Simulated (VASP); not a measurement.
Runs of VASP 6.6.1 on ZnO. The structure is that of space group P6_3mc (No. 186), or close to it. The cells are those of the table. 

| potentials or basis | cell | cutoff (eV) | second run | gap on the mesh (eV) | pressure (GPa) | largest force (eV/Å) |
| --- | --- | --- | --- | --- | --- | --- |
| VASP PAW PBE potentials, release 64 (Zn, O) | a = 3.412, b = 3.412, c = 5.074 Å, angles 90.0, 90.0, 120.0°, 4 atoms | 520 | - | 0.59 | -8.4 | (c) |
| VASP PAW PBE potentials, release 64 (Zn, O) | a = 3.249, b = 3.249, c = 5.074 Å, angles 90.0, 90.0, 120.0°, 4 atoms | 520 | - | 0.75 | (b) | 0.24 |
| VASP PAW PBE potentials, release 64 (Zn, O_h) | a = 3.087, b = 3.087, c = 5.204 Å, angles 90.0, 90.0, 120.0°, 4 atoms | 910 | hard_potentials | 0.73 | 18.5 | 0.70 |
| VASP PAW PBE potentials, release 64 (Zn, O) | a = 3.331, b = 3.331, c = 4.944 Å, angles 90.0, 90.0, 120.0°, 4 atoms | 520 | - | 0.71 | 0.8 | 0.83 |
| VASP PAW PBE potentials, release 64 (Zn, O) | a = 3.087, b = 3.087, c = 5.204 Å, angles 90.0, 90.0, 120.0°, 4 atoms | 520 | - | 0.73 | 18.9 | 0.70 |
| VASP PAW PBE potentials, release 64 (Zn, O) | a = 3.087, b = 3.087, c = 5.464 Å, angles 90.0, 90.0, 120.0°, 4 atoms | 520 | - | 0.55 | 10.8 | 0.90 |
| VASP PAW PBE potentials, release 64 (Zn, O) | a = 3.087, b = 3.087, c = 4.944 Å, angles 90.0, 90.0, 120.0°, 4 atoms | 520 | - | 0.90 | 30.5 | 0.04 |
| VASP PAW PBE potentials, release 64 (Zn, O) | a = 3.249, b = 3.249, c = 5.334 Å, angles 90.0, 90.0, 120.0°, 4 atoms | 520 | - | 0.62 | -3.6 | 0.20 |
| VASP PAW PBE potentials, release 64 (Zn, O) | a = 3.087, b = 3.087, c = 5.334 Å, angles 90.0, 90.0, 120.0°, 4 atoms | 520 | - | 0.64 | 14.4 | 0.85 |
| VASP PAW PBE potentials, release 64 (Zn, O) | a = 3.412, b = 3.412, c = 5.204 Å, angles 90.0, 90.0, 120.0°, 4 atoms | 520 | - | 0.56 | (d) | (a) |
| VASP PAW PBE potentials, release 64 (Zn, O) | a = 3.412, b = 3.412, c = 4.944 Å, angles 90.0, 90.0, 120.0°, 4 atoms | 520 | - | 0.62 | -4.7 | 0.94 |
| VASP PAW PBE potentials, release 64 (Zn, O) | a = 3.087, b = 3.087, c = 5.074 Å, angles 90.0, 90.0, 120.0°, 4 atoms | 520 | - | 0.82 | 24.2 | 0.44 |

Alike in all rows: task single point; level PBEsol; no spin polarisation; k mesh 9 × 9 × 6; smearing gaussian 0.05 eV.

Estimate the missing entries.

(a) 0.23; (b) 3.1; (c) 0.51; (d) -11.4.

Caveats: the PAW data sets were made with another functional, which shifts forces and pressure a little; the cutoff is under 1.25 times the usual one of these potentials, so pressure, stress and relaxed cells hold a basis-set (Pulay) error (some runs).

